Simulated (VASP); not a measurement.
# LaLu2N3 (P6/mmm) in VASP: notebook

LaLu2N3 is run at these levels: PBE; tasks: single point.

Program: VASP 6.6.1. These are calculated values, not measurements. Logs are shortened: lines on timing, memory, paths and dates and some standing lists are left out, and cuts for length are marked.

## (1) The cell of the first run

Symmetry: P6/mmm, No. 191, hexagonal system. Conventional cell: a = 5.931 Å, b = 5.931 Å, c = 3.090 Å, α = 90.00°, β = 90.00°, γ = 120.00°. Within 4.1 Å of La (site symmetry 6/mmm) lie 2 La at 3.09 Å and 12 N at 3.34 Å and 6 Lu at 3.42 Å. Lu (site symmetry -6m2) has 6 N at 2.31 Å and 2 Lu at 3.09 Å within 3.1 Å. Within 3.1 Å of N (site symmetry mmm) lie 4 Lu at 2.31 Å and 6 N at 2.97 to 3.09 Å.

The cell was built from a structure type or drawn by symmetry, and may not be a known phase.

## (2) Single point, PBE

INCAR reads:

```
ALGO     = Normal         # electronic algorithm
EDIFF    = 1E-7           # SCF threshold, eV
ENCUT    = 520            # plane-wave cutoff, eV
GGA      = PE             # functional
ISIF     = 2              # what is computed and relaxed
ISMEAR   = 0              # smearing method
LASPH    = T              # aspherical terms in the spheres
LCHARG   = F              # write CHGCAR
LREAL    = F              # projectors in reciprocal space
LWAVE    = F              # write WAVECAR
NBANDS   = 47             # bands
NELM     = 80             # most SCF steps
PREC     = Accurate       # precision mode
SIGMA    = 0.1            # smearing width, eV
```

KPOINTS reads:

```
k-points
0
Gamma
  3 3 6
```

POSCAR reads:

```
LaLu2N3
1.0
    5.9314595950      0.0000000000      0.0000000000
   -2.9657297975      5.1367946908      0.0000000000
    0.0000000000      0.0000000000      3.0901900784
La Lu N
1 2 3
Direct
    0.0000000000      0.0000000000      0.5000000000
    0.3333333333      0.6666666667      0.5000000000
    0.6666666667      0.3333333333      0.5000000000
    0.5000000000      0.0000000000      0.0000000000
    0.0000000000      0.5000000000      0.0000000000
    0.5000000000      0.5000000000      0.0000000000
```

Potentials or basis: VASP PAW PBE potentials, release 64 (La, Lu, N).

Launch:

```console
> cat potpaw_PBE.64/La/POTCAR potpaw_PBE.64/Lu/POTCAR potpaw_PBE.64/N/POTCAR > POTCAR
> mpirun -np 1 vasp_std > vasp.out
```

OUTCAR:

```text
EDIFF = 1E-7
   ENCUT = 520
   GGA = PE
   ISIF = 2
   ISMEAR = 0
   LASPH = T
   LREAL = F
   NELM = 80
   PREC = Accurate

 ion  position               nearest neighbor table
   1  0.000  0.000  0.500-   2 3.42   3 3.42   3 3.42   2 3.42   3 3.42   2 3.42
   2  0.333  0.667  0.500-   5 2.31   5 2.31   4 2.31   4 2.31   6 2.31   6 2.31   3 3.42   1 3.42
                             3 3.42   1 3.42   1 3.42   3 3.42
   3  0.667  0.333  0.500-   5 2.31   5 2.31   4 2.31   4 2.31   6 2.31   6 2.31   2 3.42   1 3.42
                             2 3.42   1 3.42   1 3.42   2 3.42
   4  0.500  0.000  0.000-   2 2.31   3 2.31   2 2.31   3 2.31
   5  0.000  0.500  0.000-   2 2.31   3 2.31   2 2.31   3 2.31
   6  0.500  0.500  0.000-   2 2.31   3 2.31   2 2.31   3 2.31

  LATTYP: Found a hexagonal cell.
 ALAT       =     5.9314595950
 C/A-ratio  =     0.5209830783

  Lattice vectors:

 A1 = (   5.9314595950,   0.0000000000,   0.0000000000)
 A2 = (  -2.9657297975,   5.1367946908,   0.0000000000)
 A3 = (   0.0000000000,   0.0000000000,   3.0901900784)

Analysis of symmetry for initial positions (statically):
=====================================================================
 Subroutine PRICEL returns:
 Original cell was already a primitive cell.

 Routine SETGRP: Setting up the symmetry group for a
 hexagonal supercell.

 Subroutine GETGRP returns: Found 24 space group operations
 (whereof 24 operations were pure point group operations)
 out of a pool of 24 trial point group operations.

The static configuration has the point symmetry D_6h.

Analysis of symmetry for dynamics (positions and initial velocities):
=====================================================================
 Subroutine PRICEL returns:
 Original cell was already a primitive cell.

 Routine SETGRP: Setting up the symmetry group for a
 hexagonal supercell.

 Subroutine GETGRP returns: Found 24 space group operations
 (whereof 24 operations were pure point group operations)
 out of a pool of 24 trial point group operations.

The dynamic configuration has the point symmetry D_6h.

 Subroutine INISYM returns: Found 24 space group operations
 (whereof 24 operations are pure point group operations),
 and found     1 'primitive' translations

----------------------------------------------------------------------------------------

                                     Primitive cell

  volume of cell :      94.1540

  direct lattice vectors                    reciprocal lattice vectors
     5.931459595  0.000000000  0.000000000     0.168592567  0.097336964  0.000000000
    -2.965729797  5.136794691  0.000000000     0.000000000  0.194673928  0.000000000
     0.000000000  0.000000000  3.090190078     0.000000000  0.000000000  0.323604689

  length of vectors
     5.931459595  5.931459595  3.090190078     0.194673928  0.194673928  0.323604689

  position of ions in fractional coordinates (direct lattice)
     0.000000000  0.000000000  0.500000000
     0.333333333  0.666666667  0.500000000
     0.666666667  0.333333333  0.500000000
     0.500000000  0.000000000  0.000000000
     0.000000000  0.500000000  0.000000000
     0.500000000  0.500000000  0.000000000

  ion indices of the primitive-cell ions
   primitive index   ion index
                 1           1
                 2           2
                 3           3
                 4           4
                 5           5
                 6           6

----------------------------------------------------------------------------------------

 KPOINTS: k-points

Automatic generation of k-mesh.
 Grid dimensions read from file:
 generate k-points for:    3    3    6

 Generating k-lattice:

  Cartesian coordinates                     Fractional coordinates (reciprocal lattice)
     0.056197522  0.032445655  0.000000000     0.333333333 -0.000000000  0.000000000
     0.000000000  0.064891309  0.000000000     0.000000000  0.333333333  0.000000000
     0.000000000  0.000000000  0.053934115     0.000000000  0.000000000  0.166666667

  Length of vectors
     0.064891309  0.064891309  0.053934115

  Shift w.r.t. Gamma in fractional coordinates (k-lattice)
     0.000000000  0.000000000  0.000000000

 Subroutine IBZKPT returns following result:
 ===========================================

 Found     12 irreducible k-points:

 Following reciprocal coordinates:
            Coordinates               Weight
  0.000000  0.000000  0.000000      1.000000
  0.333333 -0.000000  0.000000      6.000000
  0.333333  0.333333  0.000000      2.000000
  0.000000  0.000000  0.166667      2.000000
  0.333333 -0.000000  0.166667     12.000000
  0.333333  0.333333  0.166667      4.000000
  0.000000  0.000000  0.333333      2.000000
  0.333333 -0.000000  0.333333     12.000000
  0.333333  0.333333  0.333333      4.000000
  0.000000  0.000000  0.500000      1.000000
  0.333333 -0.000000  0.500000      6.000000
  0.333333  0.333333  0.500000      2.000000
   k-points           NKPTS =     12   k-points in BZ     NKDIM =     12   number of bands    NBANDS=     47
   number of dos      NEDOS =    301   number of ions     NIONS =      6
   total plane-waves  NPLWV =  55296
   dimension x,y,z NGX =    48 NGY =   48 NGZ =   24
   dimension x,y,z NGXF=    96 NGYF=   96 NGZF=   48
   ions per type =               1   2   3
   NGX,Y,Z   is equivalent  to a cutoff of  13.45, 13.45, 12.91 a.u.
   NGXF,Y,Z  is equivalent  to a cutoff of  26.91, 26.91, 25.82 a.u.
 SYSTEM =  unknown system
   PREC   = accura    normal or accurate (medium, high low for compatibility)
   ISTART =      0    job   : 0-new  1-cont  2-samecut
   ICHARG =      2    charge: 1-file 2-atom 10-const
   ISPIN  =      1    spin polarized calculation?
   LNONCOLLINEAR =      F non collinear calculations
   LSORBIT =      F    spin-orbit coupling
   LASPH  =      T    aspherical Exc in radial PAW
   ENCUT  =  520.0 eV  38.22 Ry    6.18 a.u.  11.03 11.03  5.75*2*pi/ulx,y,z
   NELM   =     80;   NELMIN=  2; NELMDL= -5     # of ELM steps
   EDIFF  = 0.1E-06   stopping-criterion for ELM
   LREAL  =      F    real-space projection
   EDIFFG = 0.1E-05   stopping-criterion for IOM
   NSW    =      0    number of steps for IOM
   IBRION =     -1    ionic relax: 0-MD 1-quasi-New 2-CG
   NFREE  =      0    steps in history (QN), initial steepest desc. (CG)
   ISIF   =      2    stress and relaxation
   ISYM   =      2    0-nonsym 1-usesym 2-fastsym
   POTIM  = 0.5000    time-step for ionic-motion
   TEBEG  =    0.0;   TEEND  =   0.0 temperature during run
   PSTRESS=    0.0 pullay stress
   NELECT =      76.0000    total number of electrons
   NUPDOWN=      -1.0000    fix difference up-down
   EMIN   =  10.00;   EMAX   =-10.00  energy-range for DOS
   EFERMI =   0.00;   METHOD = LEGACY
   ISMEAR =     0;   SIGMA  =   0.10  broadening in eV -4-tet -1-fermi 0-gaus
   EFERMI_NEDOS =   21; number of points for ismear=-14 and -15
   IALGO  =     38    algorithm
   IMIX   =      4    mixing-type and parameters
     AMIX     =   0.40;   BMIX     =  1.00
     AMIX_MAG =   1.60;   BMIX_MAG =  1.00
  volume/ion in A,a.u.               =      15.69       105.90
  Fermi-wavevector in a.u.,A,eV,Ry     =   1.524286  2.880482 31.612413  2.323447
  Thomas-Fermi vector in A             =   2.632613
   LORBIT       =      0    0 simple, 1 ext, 2 COOP (PROOUT), +10 PAW based schemes
   GGA     = PE    functional components
   LHFCALC =     F    Hartree Fock is set to
   AEXX    =    0.0000 exact exchange contribution
   IVDW    =     0    specifies the selected vdW correction
   LEPSILON=     F    determine dielectric tensor
   LRPA    =     F    only Hartree local field effects (RPA)
 non-spin polarized calculation
 Gauss-broadening in eV      SIGMA  =   0.10
  energy-cutoff  :      520.00
  volume of cell :       94.15
 maximum number of plane-waves:      2556
 NGX is ok and might be reduce to    48
   NGX = 23   NGY = 23   NGZ = 11

 number of electron      76.0000006 magnetization

 Free energy of the ion-electron system (eV)
  ---------------------------------------------------
  ext. energy  EPLUGINS =         0.00000000
  ---------------------------------------------------
  free energy    TOTEN  =       -43.55201904 eV

  energy without entropy =      -43.53214263  energy(sigma->0) =      -43.54208084

 E-fermi :   5.5788     XC(G=0): -11.5533

 val. band max:        5.4011742162   @ k =   0.3333  -0.0000   0.5000
 cond. band min:       5.6304288528   @ k =   0.0000   0.0000   0.3333
 fundamental gap:      0.2292546366
 Fermi energy:         5.5787756258

 k-point     1 :       0.0000    0.0000    0.0000
  band No.  band energies     occupation
      1     -48.6457      2.00000
      2     -48.6250      2.00000
      3     -28.2506      2.00000
      4     -19.7817      2.00000
      5     -19.7817      2.00000
      6     -19.4564      2.00000
[... 39 lines left out ...]
     46       7.1292      0.00000
     47       7.1293      0.00000

 k-point     2 :       0.3333   -0.0000    0.0000
  band No.  band energies     occupation
      1     -48.6413      2.00000
      2     -48.6294      2.00000
      3     -28.2517      2.00000
      4     -19.8039      2.00000
      5     -19.7246      2.00000
      6     -19.5099      2.00000
[... 39 lines left out ...]
     46       7.1061      0.00000
     47       7.3812      0.00000

 k-point     3 :       0.3333    0.3333    0.0000
  band No.  band energies     occupation
      1     -48.6354      2.00000
      2     -48.6354      2.00000
      3     -28.2523      2.00000
      4     -19.8055      2.00000
      5     -19.6256      2.00000
      6     -19.6256      2.00000
[... 39 lines left out ...]
     46       7.3932      0.00000
     47       7.3932      0.00000

 k-point     4 :       0.0000    0.0000    0.1667
  band No.  band energies     occupation
      1     -48.6343      2.00000
      2     -48.6139      2.00000
      3     -28.1408      2.00000
      4     -19.7330      2.00000
      5     -19.7330      2.00000
      6     -19.4257      2.00000
[... 39 lines left out ...]
     46       7.2506      0.00000
     47       7.2508      0.00000

 k-point     5 :       0.3333   -0.0000    0.1667
  band No.  band energies     occupation
      1     -48.6300      2.00000
      2     -48.6182      2.00000
      3     -28.1419      2.00000
      4     -19.7542      2.00000
      5     -19.6797      2.00000
      6     -19.4774      2.00000
[... 39 lines left out ...]
     46       7.2418      0.00000
     47       7.6198      0.00000

 k-point     6 :       0.3333    0.3333    0.1667
  band No.  band energies     occupation
      1     -48.6241      2.00000
      2     -48.6241      2.00000
      3     -28.1425      2.00000
      4     -19.7558      2.00000
      5     -19.5867      2.00000
      6     -19.5867      2.00000
[... 39 lines left out ...]
     46       7.5523      0.00000
     47       7.5523      0.00000

 k-point     7 :       0.0000    0.0000    0.3333
  band No.  band energies     occupation
      1     -48.6114      2.00000
      2     -48.5917      2.00000
      3     -27.9084      2.00000
      4     -19.6724      2.00000
      5     -19.6333      2.00000
      6     -19.6333      2.00000
[... 39 lines left out ...]
     46       7.6704      0.00000
     47       7.6704      0.00000

 k-point     8 :       0.3333   -0.0000    0.3333
  band No.  band energies     occupation
      1     -48.6072      2.00000
      2     -48.5958      2.00000
      3     -27.9095      2.00000
      4     -19.6523      2.00000
      5     -19.6366      2.00000
      6     -19.5930      2.00000
[... 39 lines left out ...]
     46       7.4249      0.00000
     47       7.6882      0.00000

 k-point     9 :       0.3333    0.3333    0.3333
  band No.  band energies     occupation
      1     -48.6015      2.00000
      2     -48.6015      2.00000
      3     -27.9101      2.00000
      4     -19.6538      2.00000
      5     -19.5910      2.00000
      6     -19.5910      2.00000
[... 39 lines left out ...]
     46       7.4397      0.00000
     47       7.5181      0.00000

 k-point    10 :       0.0000    0.0000    0.5000
  band No.  band energies     occupation
      1     -48.5999      2.00000
      2     -48.5805      2.00000
      3     -27.7848      2.00000
      4     -19.8971      2.00000
      5     -19.6907      2.00000
      6     -19.5822      2.00000
[... 39 lines left out ...]
     46       7.8550      0.00000
     47       7.8561      0.00000

 k-point    11 :       0.3333   -0.0000    0.5000
  band No.  band energies     occupation
      1     -48.5958      2.00000
      2     -48.5846      2.00000
      3     -27.7860      2.00000
      4     -19.8539      2.00000
      5     -19.7351      2.00000
      6     -19.6000      2.00000
[... 39 lines left out ...]
     46       7.1031      0.00000
     47       7.2899      0.00000

 k-point    12 :       0.3333    0.3333    0.5000
  band No.  band energies     occupation
      1     -48.5902      2.00000
      2     -48.5902      2.00000
      3     -27.7866      2.00000
      4     -19.7948      2.00000
      5     -19.7948      2.00000
      6     -19.6015      2.00000
[... 39 lines left out ...]
     46       7.1435      0.00000
     47       7.2159      0.00000

------------------------ aborting loop because EDIFF is reached ----------------------------------------

  FORCE on cell =-STRESS in cart. coord.  units (eV):
  Direction    XX          YY          ZZ          XY          YZ          ZX
  --------------------------------------------------------------------------------------
  -------------------------------------------------------------------------------------
  Total        0.3595950      0.3595950      0.5607290      0.0000000      0.0000000      0.0000000
  in kB        6.1190674      6.1190674      9.5416746      0.0000000      0.0000000      0.0000000
  external PRESSURE =       7.2599364 kB  Pullay stress =       0.0000000 kB

 VOLUME and BASIS-vectors are now :
 -----------------------------------------------------------------------------
  energy-cutoff  :      520.00
  volume of cell :       94.15
      direct lattice vectors                 reciprocal lattice vectors
     5.931459595  0.000000000  0.000000000     0.168592567  0.097336964  0.000000000
    -2.965729797  5.136794691  0.000000000     0.000000000  0.194673928  0.000000000
     0.000000000  0.000000000  3.090190078     0.000000000  0.000000000  0.323604689

 POSITION                                       TOTAL-FORCE (eV/Angst)
 -----------------------------------------------------------------------------------
      0.00000      0.00000      1.54510         0.000000      0.000000     -0.000000
     -0.00000      3.42453      1.54510         0.000000      0.000000     -0.000000
      2.96573      1.71226      1.54510         0.000000      0.000000      0.000000
      2.96573      0.00000      0.00000         0.000000      0.000000     -0.000000
     -1.48286      2.56840      0.00000        -0.000000      0.000000     -0.000000
      1.48286      2.56840      0.00000        -0.000000      0.000000     -0.000000
 -----------------------------------------------------------------------------------
    total drift:                               -0.000000      0.000000     -0.000000

  FREE ENERGIE OF THE ION-ELECTRON SYSTEM (eV)
  ---------------------------------------------------
  free  energy   TOTEN  =       -43.5520190411 eV

  energy  without entropy=      -43.5321426348  energy(sigma->0) =      -43.54208084
```

It took 64 s on 1 thread of Intel Xeon 6975P-C (Granite Rapids), shared host; peak memory 0.25 GiB.

What came out:

```yaml
Free_energy: -43.5520 eV
Pressure: 0.7 GPa
Band_gap_on_the_k_mesh: zero (bands 38 and 39 overlap by 0.21 eV)
```

Caveat: the k points lie up to 0.41 Å⁻¹ apart; spin-orbit coupling is left out, which moves the levels of the heavy elements.

(Part 1 of 2 ends here.)
